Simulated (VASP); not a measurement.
Input of a VASP 6.6.1 run:

POSCAR

```
SrTiO3
1.0
    3.8658373600      0.0000000000      0.0000000000
    0.0000000000      3.8658373600      0.0000000000
    0.0000000000      0.0000000000      3.8658373600
Sr Ti O
1 1 3
Direct
    0.5000000000      0.5000000000      0.5000000000
    0.0000000000      0.0000000000      0.0000000000
    0.5000000000      0.0000000000      0.0000000000
    0.0000000000      0.5000000000      0.0000000000
    0.0000000000      0.0000000000      0.5000000000
```

INCAR.step1

```
SYSTEM = SrTiO3
PREC = Accurate
ENCUT = 520
ISMEAR = -1
SIGMA = 0.1
LREAL = .False.
LASPH = .True.
NELM = 100
NBANDS = 28
GGA = PE
ALGO = Normal
EDIFF = 1E-4
LWAVE = .True.
LCHARG = .False.
```

The input INCAR.step2:

```
SYSTEM = SrTiO3
PREC = Accurate
ENCUT = 520
EDIFF = 1E-6
ISMEAR = -1
SIGMA = 0.1
LREAL = .False.
LASPH = .True.
NELM = 100
ALGO = Normal
ISIF = 2
LWAVE = .False.
LCHARG = .False.
METAGGA = R2SCAN
LMIXTAU = .True.
NBANDS = 28
ISTART = 1
```

The input KPOINTS:

```
regular mesh
0
Gamma
  7 7 7
  0 0 0
```

Potentials or basis: VASP PAW PBE potentials, release 64 (Sr_sv, Ti_sv, O).

Run with:

```bash
$ cat potpaw_PBE.64/Sr_sv/POTCAR potpaw_PBE.64/Ti_sv/POTCAR potpaw_PBE.64/O/POTCAR > POTCAR
$ cp INCAR.step1 INCAR
$ mpirun -np 1 vasp_std > vasp.out
$ cp INCAR.step2 INCAR
$ mpirun -np 1 vasp_std > vasp.out
```

(1) Estimate the pressure.

(2) Estimate the band gap on the k mesh.

Results:

(1) 7.4 GPa.

(2) 2.41 eV, indirect (least direct gap 2.71 eV).

Caveat: the PAW data sets were made with another functional, which shifts forces and pressure a little.
